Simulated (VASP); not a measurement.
Runs of VASP 6.6.1 on HfO2. The structure is that of space group Fm-3m (No. 225), or close to it. The cells are those of the table. 

| level | cell | smearing | gap on the mesh (eV) | pressure (GPa) |
| --- | --- | --- | --- | --- |
| PBE | a = 3.667 Å, angles 60.0°, 3 atoms | fermi-dirac 0.02 eV | 3.62 | (b) |
| PBE | a = 3.551, b = 3.551, c = 3.492 Å, angles 60.6, 60.6, 58.9°, 3 atoms | fermi-dirac 0.02 eV | 3.60 | 13.2 |
| r2SCAN | a = 3.636 Å, angles 58.9°, 3 atoms | gaussian 0.01 eV | 4.25 | -10.0 |
| r2SCAN | a = 3.667 Å, angles 60.0°, 3 atoms | gaussian 0.01 eV | 4.09 | -20.6 |
| r2SCAN | a = 3.551, b = 3.551, c = 3.492 Å, angles 60.6, 60.6, 58.9°, 3 atoms | gaussian 0.01 eV | 4.14 | (a) |

Alike in all rows: task single point; potentials or basis VASP PAW PBE potentials, release 64 (Hf_pv, O); no spin polarisation; k mesh 8 × 8 × 8; cutoff (eV) 520.

Task: Fill in the values left out.

Result: (a) 7.1; (b) -14.6.

Caveats: spin-orbit coupling is left out, which moves the levels of the heavy elements; the cell stands under tension (at least some runs); the PAW data sets were made with another functional, which shifts forces and pressure a little (at least some runs); the cell stands under pressure (at least some runs).

A k mesh can miss the band edges, and the runs leave out spin-orbit coupling on Hf.
